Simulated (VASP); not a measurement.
# BaAs2Rh2 (I4/mmm) in VASP: electric field gradients with LDA

Aim: the electric field gradients of BaAs2Rh2 with LDA.

All numbers are computed with VASP 6.6.1; they aren't measurements. Logs are shortened: lines on timing, memory, paths and dates and some standing lists are left out, and cuts for length are marked.

### 1 The cell of the first run

Symmetry: I4/mmm, No. 139, tetragonal system. Conventional cell: a = 3.999 Å, b = 3.999 Å, c = 12.629 Å, α = 90.00°, β = 90.00°, γ = 90.00°. Within 4.6 Å of Ba (site symmetry 4/mmm) lie 10 As at 3.35 to 4.52 Å and 8 Rh at 3.74 Å and 4 Ba at 4.00 Å. As (site symmetry 4mm) has 4 Rh at 2.42 Å within 3.2 Å. Rh (site symmetry -4m2) has 4 As at 2.42 Å and 4 Rh at 2.83 Å within 3.2 Å.

### 2 Electric field gradients, LDA

INCAR reads:

```
SYSTEM = BaAs2Rh2
ALGO = Normal
EDIFF = 1E-8
ENCUT = 400
GGA_COMPAT = .False.
ISIF = 2
ISMEAR = -1
LASPH = .True.
LCHARG = .False.
LEFG = .True.
LREAL = .False.
LWAVE = .False.
NBANDS = 33
NELM = 120
PREC = Accurate
SIGMA = 0.15
```

KPOINTS reads:

```
k-points
0
Gamma
  12 12 12
  0 0 0
```

POSCAR reads:

```
BaAs2Rh2
1.0
   -1.9993512079      1.9993512079      6.3143327802
    1.9993512079     -1.9993512079      6.3143327802
    1.9993512079      1.9993512079     -6.3143327802
Ba As Rh
1 2 2
Direct
    0.0000000000      0.0000000000      0.0000000000
    0.3576315674      0.3576315674      0.0000000000
    0.6423684326      0.6423684326      0.0000000000
    0.7500000000      0.2500000000      0.5000000000
    0.2500000000      0.7500000000      0.5000000000
```

Potentials or basis: VASP PAW LDA potentials, release 64 (Ba_sv, As, Rh_pv).

Launch:

```bash
$ cat potpaw_LDA.64/Ba_sv/POTCAR potpaw_LDA.64/As/POTCAR potpaw_LDA.64/Rh_pv/POTCAR > POTCAR
$ mpirun -np 1 vasp_std > vasp.out
```

OUTCAR:

```text
SYSTEM = BaAs2Rh2
   EDIFF = 1E-8
   ENCUT = 400
   ISIF = 2
   ISMEAR = -1
   LASPH = .True.
   LREAL = .False.
   NELM = 120
   PREC = Accurate

 ion  position               nearest neighbor table
   1  0.000  0.000  0.000-   3 3.35   3 3.35   2 3.35   2 3.35   3 3.35   3 3.35   2 3.35   2 3.35
                             5 3.74   4 3.74   5 3.74   4 3.74   4 3.74   4 3.74   5 3.74   5 3.74
   2  0.358  0.358  0.000-   5 2.42   4 2.42   4 2.42   5 2.42   1 3.35   1 3.35   1 3.35   1 3.35

   3  0.642  0.642  0.000-   5 2.42   4 2.42   4 2.42   5 2.42   1 3.35   1 3.35   1 3.35   1 3.35

   4  0.750  0.250  0.500-   2 2.42   3 2.42   2 2.42   3 2.42   5 2.83   5 2.83   5 2.83   5 2.83
                             1 3.74   1 3.74   1 3.74   1 3.74
   5  0.250  0.750  0.500-   2 2.42   3 2.42   2 2.42   3 2.42   4 2.83   4 2.83   4 2.83   4 2.83
                             1 3.74   1 3.74   1 3.74   1 3.74

  LATTYP: Found a body centered tetragonal cell.
 ALAT       =     3.9987024158
 C/A-ratio  =     3.1581908948

  Lattice vectors:

 A1 = (  -1.9993512079,   1.9993512079,   6.3143327802)
 A2 = (   1.9993512079,  -1.9993512079,   6.3143327802)
 A3 = (   1.9993512079,   1.9993512079,  -6.3143327802)

Analysis of symmetry for initial positions (statically):
=====================================================================
 Subroutine PRICEL returns:
 Original cell was already a primitive cell.

 Routine SETGRP: Setting up the symmetry group for a
 body centered tetragonal supercell.

 Subroutine GETGRP returns: Found 16 space group operations
 (whereof 16 operations were pure point group operations)
 out of a pool of 16 trial point group operations.

The static configuration has the point symmetry D_4h.

Analysis of symmetry for dynamics (positions and initial velocities):
=====================================================================
 Subroutine PRICEL returns:
 Original cell was already a primitive cell.

 Routine SETGRP: Setting up the symmetry group for a
 body centered tetragonal supercell.

 Subroutine GETGRP returns: Found 16 space group operations
 (whereof 16 operations were pure point group operations)
 out of a pool of 16 trial point group operations.

The dynamic configuration has the point symmetry D_4h.

 Subroutine INISYM returns: Found 16 space group operations
 (whereof 16 operations are pure point group operations),
 and found     1 'primitive' translations

----------------------------------------------------------------------------------------

                                     Primitive cell

  volume of cell :     100.9638

  direct lattice vectors                    reciprocal lattice vectors
    -1.999351208  1.999351208  6.314332780     0.000000000  0.250081125  0.079184930
     1.999351208 -1.999351208  6.314332780     0.250081125  0.000000000  0.079184930
     1.999351208  1.999351208 -6.314332780     0.250081125  0.250081125  0.000000000

  length of vectors
     6.918497594  6.918497594  6.918497594     0.262318170  0.262318170  0.353668119

  position of ions in fractional coordinates (direct lattice)
     0.000000000  0.000000000  0.000000000
     0.357631567  0.357631567  0.000000000
     0.642368433  0.642368433  0.000000000
     0.750000000  0.250000000  0.500000000
     0.250000000  0.750000000  0.500000000

  ion indices of the primitive-cell ions
   primitive index   ion index
                 1           1
                 2           2
                 3           3
                 4           4
                 5           5

----------------------------------------------------------------------------------------

 KPOINTS: k-points

Automatic generation of k-mesh.
 Grid dimensions read from file:
 generate k-points for:   12   12   12

 Generating k-lattice:

  Cartesian coordinates                     Fractional coordinates (reciprocal lattice)
     0.000000000  0.020840094  0.006598744     0.083333333 -0.000000000  0.000000000
     0.020840094  0.000000000  0.006598744    -0.000000000  0.083333333  0.000000000
     0.020840094  0.020840094  0.000000000     0.000000000  0.000000000  0.083333333

  Length of vectors
     0.021859848  0.021859848  0.029472343

  Shift w.r.t. Gamma in fractional coordinates (k-lattice)
     0.000000000  0.000000000  0.000000000

 Subroutine IBZKPT returns following result:
 ===========================================

 Found    163 irreducible k-points:

 Following reciprocal coordinates:
            Coordinates               Weight
  0.000000  0.000000  0.000000      1.000000
  0.083333  0.000000  0.000000      8.000000
  0.166667  0.000000 -0.000000      8.000000
  0.250000  0.000000 -0.000000      8.000000
  0.333333  0.000000  0.000000      8.000000
  0.416667  0.000000  0.000000      8.000000
[... 16 lines left out ...]
  0.500000  0.166667  0.000000     16.000000
 -0.416667  0.166667 -0.000000     16.000000
 [... further k-points ...]
   k-points           NKPTS =    163   k-points in BZ     NKDIM =    163   number of bands    NBANDS=     33
   number of dos      NEDOS =    301   number of ions     NIONS =      5
   total plane-waves  NPLWV = 110592
   dimension x,y,z NGX =    48 NGY =   48 NGZ =   48
   dimension x,y,z NGXF=    96 NGYF=   96 NGZF=   96
   ions per type =               1   2   2
   NGX,Y,Z   is equivalent  to a cutoff of  11.53, 11.53, 11.53 a.u.
   NGXF,Y,Z  is equivalent  to a cutoff of  23.07, 23.07, 23.07 a.u.
 SYSTEM =  BaAs2Rh2
   PREC   = accura    normal or accurate (medium, high low for compatibility)
   ISTART =      0    job   : 0-new  1-cont  2-samecut
   ICHARG =      2    charge: 1-file 2-atom 10-const
   ISPIN  =      1    spin polarized calculation?
   LNONCOLLINEAR =      F non collinear calculations
   LSORBIT =      F    spin-orbit coupling
   LASPH  =      T    aspherical Exc in radial PAW
   ENCUT  =  400.0 eV  29.40 Ry    5.42 a.u.  11.28 11.28 11.28*2*pi/ulx,y,z
   NELM   =    120;   NELMIN=  2; NELMDL= -5     # of ELM steps
   EDIFF  = 0.1E-07   stopping-criterion for ELM
   LREAL  =      F    real-space projection
   EDIFFG = 0.1E-06   stopping-criterion for IOM
   NSW    =      0    number of steps for IOM
   IBRION =     -1    ionic relax: 0-MD 1-quasi-New 2-CG
   NFREE  =      0    steps in history (QN), initial steepest desc. (CG)
   ISIF   =      2    stress and relaxation
   ISYM   =      2    0-nonsym 1-usesym 2-fastsym
   POTIM  = 0.5000    time-step for ionic-motion
   TEBEG  =    0.0;   TEEND  =   0.0 temperature during run
   PSTRESS=    0.0 pullay stress
   NELECT =      50.0000    total number of electrons
   NUPDOWN=      -1.0000    fix difference up-down
   EMIN   =  10.00;   EMAX   =-10.00  energy-range for DOS
   EFERMI =   0.00;   METHOD = LEGACY
   ISMEAR =    -1;   SIGMA  =   0.15  broadening in eV -4-tet -1-fermi 0-gaus
   EFERMI_NEDOS =   21; number of points for ismear=-14 and -15
   IALGO  =     38    algorithm
   IMIX   =      4    mixing-type and parameters
     AMIX     =   0.40;   BMIX     =  1.00
     AMIX_MAG =   1.60;   BMIX_MAG =  1.00
  volume/ion in A,a.u.               =      20.19       136.27
  Fermi-wavevector in a.u.,A,eV,Ry     =   1.295218  2.447608 22.825002  1.677590
  Thomas-Fermi vector in A             =   2.426752
   LORBIT       =      0    0 simple, 1 ext, 2 COOP (PROOUT), +10 PAW based schemes
   GGA     = CA    functional components
   LHFCALC =     F    Hartree Fock is set to
   AEXX    =    0.0000 exact exchange contribution
   IVDW    =     0    specifies the selected vdW correction
   LEPSILON=     F    determine dielectric tensor
   LRPA    =     F    only Hartree local field effects (RPA)
 non-spin polarized calculation
  energy-cutoff  :      400.00
  volume of cell :      100.96
 maximum number of plane-waves:      1897
 NGX is ok and might be reduce to    48
   NGX = 23   NGY = 23   NGZ = 23

 number of electron      49.9999992 magnetization

 Free energy of the ion-electron system (eV)
  ---------------------------------------------------
  ext. energy  EPLUGINS =         0.00000000
  ---------------------------------------------------
  free energy    TOTEN  =       -34.73251902 eV

  energy without entropy =      -34.50630025  energy(sigma->0) =      -34.61940963

 E-fermi :   7.0682     XC(G=0): -11.3111

 val. band max:        7.0655530643   @ k =  -0.4167   0.5000   0.2500
 cond. band min:       7.0747230306   @ k =  -0.3333   0.4167   0.3333
 fundamental gap:      0.0091699663
 Fermi energy:         7.0682028794

 k-point     1 :       0.0000    0.0000    0.0000
  band No.  band energies     occupation
      1     -39.7330      2.00000
      2     -39.7330      2.00000
      3     -39.5164      2.00000
      4     -39.5094      2.00000
      5     -39.5094      2.00000
      6     -39.4602      2.00000
[... 25 lines left out ...]
     32      11.9185      0.00000
     33      12.4490      0.00000

 k-point     2 :       0.0833    0.0000    0.0000
  band No.  band energies     occupation
      1     -39.7292      2.00000
      2     -39.7290      2.00000
      3     -39.5150      2.00000
      4     -39.5135      2.00000
      5     -39.5131      2.00000
      6     -39.4608      2.00000
[... 25 lines left out ...]
     32      11.9208      0.00000
     33      12.0677      0.00000
[... 754 lines left out ...]
     32      11.5890      0.00000
     33      12.3439      0.00000

 k-point    24 :      -0.4167    0.1667   -0.0000
  band No.  band energies     occupation
      1     -39.7174      2.00000
      2     -39.6678      2.00000
      3     -39.5824      2.00000
      4     -39.5321      2.00000
      5     -39.4934      2.00000
      6     -39.4808      2.00000
[... 25 lines left out ...]
     32      11.7012      0.00000
     33      12.2959      0.00000

 [... further k-points ...]

------------------------ aborting loop because EDIFF is reached ----------------------------------------

  FORCE on cell =-STRESS in cart. coord.  units (eV):
  Direction    XX          YY          ZZ          XY          YZ          ZX
  --------------------------------------------------------------------------------------
  -------------------------------------------------------------------------------------
  Total        0.4526845      0.4526845      0.3571983      0.0000000      0.0000000      0.0000000
  in kB        7.1835733      7.1835733      5.6683190      0.0000000      0.0000000      0.0000000
  external PRESSURE =       6.6784885 kB  Pullay stress =       0.0000000 kB

 VOLUME and BASIS-vectors are now :
 -----------------------------------------------------------------------------
  energy-cutoff  :      400.00
  volume of cell :      100.96
      direct lattice vectors                 reciprocal lattice vectors
    -1.999351208  1.999351208  6.314332780     0.000000000  0.250081125  0.079184930
     1.999351208 -1.999351208  6.314332780     0.250081125  0.000000000  0.079184930
     1.999351208  1.999351208 -6.314332780     0.250081125  0.250081125  0.000000000

 POSITION                                       TOTAL-FORCE (eV/Angst)
 -----------------------------------------------------------------------------------
      0.00000      0.00000      0.00000        -0.000000     -0.000000      0.000000
      0.00000      0.00000      4.51641         0.000000      0.000000      0.022019
      0.00000      0.00000      8.11226         0.000000      0.000000     -0.022019
      0.00000      1.99935      3.15717        -0.000000     -0.000000     -0.000000
      1.99935      0.00000      3.15717        -0.000000     -0.000000     -0.000000
 -----------------------------------------------------------------------------------
    total drift:                                0.000000      0.000000      0.000000

  FREE ENERGIE OF THE ION-ELECTRON SYSTEM (eV)
  ---------------------------------------------------
  free  energy   TOTEN  =       -34.7325190212 eV

  energy  without entropy=      -34.5063002461  energy(sigma->0) =      -34.61940963

 Electric field gradients (V/A^2)
---------------------------------------------------------------------
 ion       V_xx      V_yy      V_zz      V_xy      V_xz      V_yz
---------------------------------------------------------------------
   1      43.878    43.878   -87.756     0.000     0.000     0.000
   2      15.674    15.674   -31.347     0.000     0.000     0.000
   3      15.674    15.674   -31.347     0.000     0.000     0.000
   4     -11.574   -11.574    23.148     0.003     0.001     0.001
   5     -11.574   -11.574    23.148     0.003     0.001     0.001
---------------------------------------------------------------------

 Electric field gradients after diagonalization (V/A^2)
 (convention: |V_zz| > |V_xx| > |V_yy|)
----------------------------------------------------------------------
 ion       V_xx      V_yy      V_zz     asymmetry (V_yy - V_xx)/ V_zz
----------------------------------------------------------------------
   1      43.878    43.878   -87.756       0.000
   2      15.674    15.673   -31.347       0.000
   3      15.674    15.673   -31.347       0.000
   4     -11.577   -11.571    23.148       0.000
   5     -11.577   -11.571    23.148       0.000
----------------------------------------------------------------------

           NMR quadrupolar parameters

 Cq : quadrupolar parameter    Cq=e*Q*V_zz/h
 eta: asymmetry parameters     (V_yy - V_xx)/ V_zz
 Q  : nuclear electric quadrupole moment in mb (millibarn)
----------------------------------------------------------------------
 ion       Cq(MHz)       eta       Q (mb)
----------------------------------------------------------------------
   1      -0.212       0.000       1.000
   2      -0.076       0.000       1.000
   3      -0.076       0.000       1.000
   4       0.056       0.000       1.000
   5       0.056       0.000       1.000
----------------------------------------------------------------------
```

It took 23 min on 1 thread of Intel Xeon 8259CL, shared host; peak memory 0.52 GiB.

Results:

- Free energy: -34.7325 eV
- Pressure: 0.7 GPa
- Largest force: 0.022 eV/Å
- Band gap on the k mesh: zero (bands 25 and 26 overlap by 2.15 eV)
- Largest electric field gradient by atom: Ba -87.8; As -31.3; Rh +23.1 V/Å²

Forces on the atoms (eV/Å):
```
Ba   0.000  0.000  0.000
As   0.000  0.000  0.022
As   0.000  0.000 -0.022
Rh   0.000  0.000  0.000
Rh   0.000  0.000  0.000
```

Levels at points of the mesh, in eV from the Fermi level:
| k point | band 21 | band 22 | band 23 | band 24 | band 25 | band 26 | band 27 | band 28 | band 29 | band 30 |
| --- | --- | --- | --- | --- | --- | --- | --- | --- | --- | --- |
| (0.00, 0.00, 0.00) | -2.27 | -1.26 | -0.93 | -0.93 | -0.05 | 0.06 | 2.17 | 2.24 | 2.39 | 2.39 |
| (0.50, 0.00, 0.00) | -2.80 | -2.79 | -2.43 | -2.20 | 0.31 | 0.44 | 0.90 | 1.84 | 2.57 | 2.99 |
| (0.50, 0.50, 0.00) | -3.12 | -2.06 | -1.80 | -1.80 | -1.74 | -1.27 | 0.30 | 0.51 | 3.62 | 4.47 |
| (0.50, 0.50, 0.50) | -1.32 | -1.26 | -0.63 | -0.52 | -0.52 | -0.05 | 0.84 | 2.14 | 2.14 | 3.78 |

Electric field gradients, principal values (V/Å²):
```
atom    least   middle  greatest (by size)
1 Ba   43.878   43.878             -87.756
2 As   15.673   15.674             -31.347
3 As   15.673   15.674             -31.347
4 Rh  -11.571  -11.577              23.148
5 Rh  -11.571  -11.577              23.148
```

Caveat: without QUAD_EFG the Cq values of the log hold for a quadrupole moment of 1 mb, not for the nuclei; spin-orbit coupling is left out, which moves the levels of the heavy elements.
